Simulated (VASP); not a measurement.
# AlNi3 in VASP: notebook, part 2 of 2

VASP 6.6.1. The steps go on from the part before.

**4. Single point, PBE, collinear spin, ferromagnetic start (equal strain along all axes, cell held: -3.0 %)**

INCAR

```
SYSTEM = AlNi3
ALGO = Normal
EDIFF = 1E-6
ENCUT = 520
GGA = PE
ISIF = 2
ISMEAR = 0
ISPIN = 2
LASPH = .True.
LCHARG = .True.
LELF = .True.
LMAXMIX = 4
LORBIT = 11
LREAL = .False.
LVHAR = .True.
LWAVE = .False.
MAGMOM = 0 0.3 0.3 0.3
NBANDS = 28
NELM = 150
PREC = Accurate
SIGMA = 0.1
```

KPOINTS

```
k-points
0
Gamma
  14 14 14
  0 0 0
```

POSCAR

```
AlNi3
1.0
    3.4596784987      0.0000000000      0.0000000000
    0.0000000000      3.4596784987      0.0000000000
    0.0000000000      0.0000000000      3.4596784987
Al Ni
1 3
Direct
    0.0000000000      0.0000000000      0.0000000000
    0.0000000000      0.5000000000      0.5000000000
    0.5000000000      0.0000000000      0.5000000000
    0.5000000000      0.5000000000      0.0000000000
```

Started as:

```console
> cat potpaw_PBE.64/Al/POTCAR potpaw_PBE.64/Ni/POTCAR > POTCAR
> mpirun -np 1 vasp_std > vasp.out
```

Wall time 3.4 min (1 thread of AMD EPYC 9R45 (Zen 5), shared host); peak memory 0.28 GiB.

Results (log left out):

* Free energy: -21.6739 eV
* Pressure: 20.4 GPa
* Net moment: 0.66 μB per cell
* Site moments: Al -0.01; Ni +0.23 μB
* Valence electrons inside the program's atomic spheres: Al 0.85; Ni 9.56

Levels at points of the mesh, in eV from the Fermi level:
Spin up:
```tsv
k point	band 13	band 14	band 15	band 16	band 17	band 18	band 19	band 20	band 21	band 22
(0.00, 0.00, 0.00)	-0.25	-0.03	-0.03	-0.03	0.89	0.89	0.89	7.04	7.04	8.12
(0.50, 0.00, 0.00)	-1.33	-1.29	-1.14	-0.53	-0.03	5.87	5.87	5.94	5.94	6.73
(0.50, 0.50, 0.00)	-1.44	-1.31	-1.06	-1.05	-0.63	0.98	0.98	8.58	8.58	8.80
(0.50, 0.50, 0.50)	-1.43	-1.17	-1.17	-0.31	-0.24	-0.24	-0.24	3.95	4.45	4.45
```
Spin down:
| k point | band 14 | band 15 | band 16 | band 17 | band 18 | band 19 |
| --- | --- | --- | --- | --- | --- | --- |
| (0.00, 0.00, 0.00) | 0.37 | 0.37 | 0.37 | 0.86 | 0.86 | 0.86 |
| (0.50, 0.00, 0.00) | -1.05 | -0.92 | -0.36 | 0.38 | 5.92 | 5.92 |
| (0.50, 0.50, 0.00) | -1.21 | -0.88 | -0.68 | -0.51 | 1.25 | 1.25 |
| (0.50, 0.50, 0.50) | -1.00 | -1.00 | -0.32 | 0.11 | 0.11 | 0.11 |

Caveat: the cell differs from its parent crystal (equal strain along all axes, cell held: -3.0 %); the cell stands under pressure.

**5. Single point, PBE, collinear spin, ferromagnetic start (equal strain along all axes, cell held: -2.0 %)**

INCAR

```
SYSTEM = AlNi3
ALGO = Normal
EDIFF = 1E-7
ENCUT = 520
GGA = PE
ISIF = 2
ISMEAR = 0
ISPIN = 2
LASPH = .True.
LCHARG = .False.
LMAXMIX = 4
LORBIT = 11
LREAL = .False.
LWAVE = .False.
MAGMOM = 0 0.3 0.3 0.3
NBANDS = 28
NELM = 150
PREC = Accurate
SIGMA = 0.1
```

KPOINTS is that of step 4.

POSCAR

```
AlNi3
1.0
    3.4953452874      0.0000000000      0.0000000000
    0.0000000000      3.4953452874      0.0000000000
    0.0000000000      0.0000000000      3.4953452874
Al Ni
1 3
Direct
    0.0000000000      0.0000000000      0.0000000000
    0.0000000000      0.5000000000      0.5000000000
    0.5000000000      0.0000000000      0.5000000000
    0.5000000000      0.5000000000      0.0000000000
```

Started as:

```console
> cat potpaw_PBE.64/Al/POTCAR potpaw_PBE.64/Ni/POTCAR > POTCAR
> mpirun -np 1 vasp_std > vasp.out
```

It took 2.8 min on 1 thread of AMD EPYC 9R45 (Zen 5), shared host; peak memory 0.29 GiB.

The run converged. Its results:

```
Free energy                                           : -21.8061 eV
Pressure                                              : 12.6 GPa
Net moment                                            : 0.68 μB per cell
Site moments                                          : Al -0.01; Ni +0.24 μB
Valence electrons inside the program's atomic spheres : Al 0.83; Ni 9.49
```

Levels at points of the mesh, in eV from the Fermi level:
Spin up:
```tsv
k point	band 13	band 14	band 15	band 16	band 17	band 18	band 19	band 20	band 21	band 22
(0.00, 0.00, 0.00)	-0.26	-0.06	-0.06	-0.06	0.88	0.88	0.88	6.86	6.86	7.81
(0.50, 0.00, 0.00)	-1.29	-1.24	-1.10	-0.53	-0.06	5.76	5.76	5.77	5.77	6.62
(0.50, 0.50, 0.00)	-1.39	-1.27	-1.03	-1.02	-0.61	0.92	0.92	8.42	8.42	8.55
(0.50, 0.50, 0.50)	-1.38	-1.13	-1.13	-0.25	-0.25	-0.25	-0.25	3.73	4.29	4.29
```
Spin down:
| k point | band 14 | band 15 | band 16 | band 17 | band 18 | band 19 |
| --- | --- | --- | --- | --- | --- | --- |
| (0.00, 0.00, 0.00) | 0.36 | 0.36 | 0.36 | 0.85 | 0.85 | 0.85 |
| (0.50, 0.00, 0.00) | -1.00 | -0.88 | -0.35 | 0.36 | 5.81 | 5.81 |
| (0.50, 0.50, 0.00) | -1.16 | -0.84 | -0.64 | -0.48 | 1.20 | 1.20 |
| (0.50, 0.50, 0.50) | -0.96 | -0.96 | -0.27 | 0.11 | 0.11 | 0.11 |

Caveat: the cell differs from its parent crystal (equal strain along all axes, cell held: -2.0 %); the cell stands under pressure.

**6. Single point, PBE, collinear spin, ferromagnetic start (biaxial strain in the a-b plane: +3.0 %)**

INCAR

```
SYSTEM = AlNi3
  PREC = Accurate
  ENCUT = 520
  EDIFF = 1E-6
  ISMEAR = 0
  SIGMA = 0.1
  LREAL = .FALSE.
  LASPH = .TRUE.
  NELM = 150
  ALGO = Fast
  ISIF = 2
  LWAVE = .FALSE.
  LCHARG = .TRUE.
  ISPIN = 2
  MAGMOM = 0 0.3 0.3 0.3
  LORBIT = 11
  LMAXMIX = 4
  GGA = PE
  LELF = .TRUE.
  LVHAR = .TRUE.
  NBANDS = 28
```

KPOINTS

```
Automatic mesh
0
G
  14 14 14
  0 0 0
```

POSCAR

```
AlNi3
1.0
    3.6736792493      0.0000000000      0.0000000000
    0.0000000000      3.6736792493      0.0000000000
    0.0000000000      0.0000000000      3.5024786629
Al Ni
1 3
Direct
    0.0000000000      0.0000000000      0.0000000000
    0.0000000000      0.5000000000      0.5000000000
    0.5000000000      0.0000000000      0.5000000000
    0.5000000000      0.5000000000      0.0000000000
```

Potentials or basis: VASP PAW PBE potentials, release 64 (Al, Ni).

Started as:

```console
> cat potpaw_PBE.64/Al/POTCAR potpaw_PBE.64/Ni/POTCAR > POTCAR
> mpirun -np 1 vasp_std > vasp.out
```

OUTCAR:

```text
SYSTEM = AlNi3
   PREC = Accurate
   ENCUT = 520
   EDIFF = 1E-6
   ISMEAR = 0
   LREAL = .FALSE.
   LASPH = .TRUE.
   NELM = 150
   ISIF = 2
   ISPIN = 2
   LORBIT = 11
   GGA = PE

 ion  position               nearest neighbor table
   1  0.000  0.000  0.000-   2 2.54   3 2.54   2 2.54   3 2.54   2 2.54   2 2.54   3 2.54   3 2.54
                             4 2.60   4 2.60   4 2.60   4 2.60
   2  0.000  0.500  0.500-   1 2.54   4 2.54   1 2.54   4 2.54   1 2.54   1 2.54   4 2.54   4 2.54
                             3 2.60   3 2.60   3 2.60   3 2.60
   3  0.500  0.000  0.500-   1 2.54   4 2.54   1 2.54   4 2.54   4 2.54   4 2.54   1 2.54   1 2.54
                             2 2.60   2 2.60   2 2.60   2 2.60
   4  0.500  0.500  0.000-   2 2.54   3 2.54   2 2.54   3 2.54   3 2.54   3 2.54   2 2.54   2 2.54
                             1 2.60   1 2.60   1 2.60   1 2.60

[... 1725 lines left out ...]

 POSITION                                       TOTAL-FORCE (eV/Angst)
 -----------------------------------------------------------------------------------
      0.00000      0.00000      0.00000         0.000000      0.000000      0.000000
      0.00000      1.83684      1.75124         0.000000      0.000000      0.000000
      1.83684      0.00000      1.75124         0.000000      0.000000      0.000000
      1.83684      1.83684      0.00000         0.000000      0.000000      0.000000
 -----------------------------------------------------------------------------------
    total drift:                                0.000000      0.000000      0.000000

  FREE ENERGIE OF THE ION-ELECTRON SYSTEM (eV)
  ---------------------------------------------------
  free  energy   TOTEN  =       -21.8476629168 eV

  energy  without entropy=      -21.8293034798  energy(sigma->0) =      -21.83848320

 total charge

# of ion       s       p       d       tot
------------------------------------------
    1        0.404   0.374   0.000   0.778
    2        0.473   0.477   8.365   9.315
    3        0.473   0.477   8.365   9.315
    4        0.472   0.475   8.353   9.300
--------------------------------------------------
tot          1.823   1.802  25.084  28.708

 magnetization (x)

# of ion       s       p       d       tot
------------------------------------------
    1       -0.000  -0.008   0.000  -0.008
    2       -0.003  -0.009   0.257   0.244
    3       -0.003  -0.009   0.257   0.244
    4       -0.003  -0.009   0.289   0.277
--------------------------------------------------
tot         -0.009  -0.036   0.802   0.757
```

Wall time 12 min (1 thread of Oxide Virtual Turin-like, shared host); peak memory 0.54 GiB.

What came out:

```
Free energy                                           : -21.8477 eV
Pressure                                              : -6.8 GPa
Net moment                                            : 0.71 μB per cell
Site moments                                          : Al -0.01; Ni +0.24, +0.28 (each value once) μB
Valence electrons inside the program's atomic spheres : Al 0.78; Ni 9.31, 9.30 (each value once)
```

Caveat: the cell differs from its parent crystal (biaxial strain in the a-b plane: +3.0 %); the cell stands under tension.

**7. The runs side by side**

```tsv
cell	gap on the mesh (eV)	pressure (GPa)	moment (μB)
a = 3.602 Å, 4 atoms	none	-5.1	0.72
a = 3.638 Å, 4 atoms	none	-9.3	0.73
a = 3.460 Å, 4 atoms	none	20.4	0.66
a = 3.495 Å, 4 atoms	none	12.6	0.68
a = 3.674, b = 3.674, c = 3.502 Å, 4 atoms	none	-6.8	0.71
```

Alike in all rows: task single point; level PBE; potentials or basis VASP PAW PBE potentials, release 64 (Al, Ni); spin collinear, ferromagnetic start; k mesh 14 × 14 × 14; cutoff (eV) 520; smearing gaussian 0.1 eV.

Caveats: the cell stands under tension (at least some runs); the cell stands under pressure (at least some runs).

Absolute energies hang on the potentials; compare differences alone.
